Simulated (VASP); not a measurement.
A run of VASP 6.6.1:

INCAR

```
SYSTEM = Ge
  PREC = Accurate
  ENCUT = 520
  EDIFF = 1E-6
  ISMEAR = 0
  SIGMA = 0.15
  LREAL = .False.
  LASPH = .True.
  NELM = 60
  ALGO = Normal
  ISIF = 2
  LWAVE = .False.
  LCHARG = .False.
  GGA = PE
  NBANDS = 21
```

The input KPOINTS:

```
Automatic mesh
0
Gamma
  18 18 18
  0 0 0
```

File POSCAR:

```
Ge
1.0
    0.0000000000      2.8805347709      2.8805347709
    2.8805347709      0.0000000000      2.8805347709
    2.8805347709      2.8805347709      0.0000000000
Ge
2
Direct
    0.5347157760      0.4652842240      0.4652842240
    0.7152842240      0.7847157760      0.7847157760
```

Potentials or basis: VASP PAW PBE potentials, release 64 (Ge_d).

The run is started by

```sh
$ cat potpaw_PBE.64/Ge_d/POTCAR > POTCAR
$ mpirun -np 1 vasp_std > vasp.out
```

Hardware: 1 thread of Intel Xeon 8259CL, on a shared host.

How long does it take, and how much memory?

Wall time 18 min on 1 thread of Intel Xeon 8259CL, with other jobs on the host, peak memory 0.71 GiB. Counts: scf iterations 12, k points 865.
